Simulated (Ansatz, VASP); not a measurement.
# BeZn2O3 in VASP and in Ansatz

```xyz
6
Lattice="5.4532 0.0000 0.0000 -2.7266 4.7226 0.0000 0.0000 0.0000 2.6769" Properties=species:S:1:pos:R:3 pbc="T T T"
Be    0.0000    0.0000    0.0000
Zn    0.0000    3.1484    0.0000
Zn    2.7266    1.5742    0.0000
O     2.7266    0.0000    1.3385
O     1.3633    2.3613    1.3385
O    -1.3633    2.3613    1.3385
```

Change from the starting cell: species swapped into the LuCo3B2 type (P6/mmm, No. 191).

Alike in both runs: functional PBE; k mesh 3 × 3 × 4; occupations gaussian, width 0.15 eV; no spin polarisation.

Ansatz relaxed the structure, and its values are those at the end. VASP's run is a single point on that final structure, the one shown.

|  | VASP | Ansatz |
| --- | --- | --- |
| version | VASP 6.6.1 | Ansatz 0.2.0 |
| potentials or method | VASP PAW PBE potentials, release 64 (Be, Zn, O), cutoff 600 eV | scalar-relativistic, plane waves, PAW |
| valence electrons in the cell | 44 | 44 |

Ansatz gave:

* gap on the k mesh at the Fermi level (eV): none
* pressure (GPa): 0.0

Q: Which values does VASP return?

A: gap on the k mesh at the Fermi level (eV): none; pressure (GPa): 0.6.

A gap of «none» marks a metal or a gap that the smearing closes.

The k mesh is coarse, so the values compare programs but aren't converged.
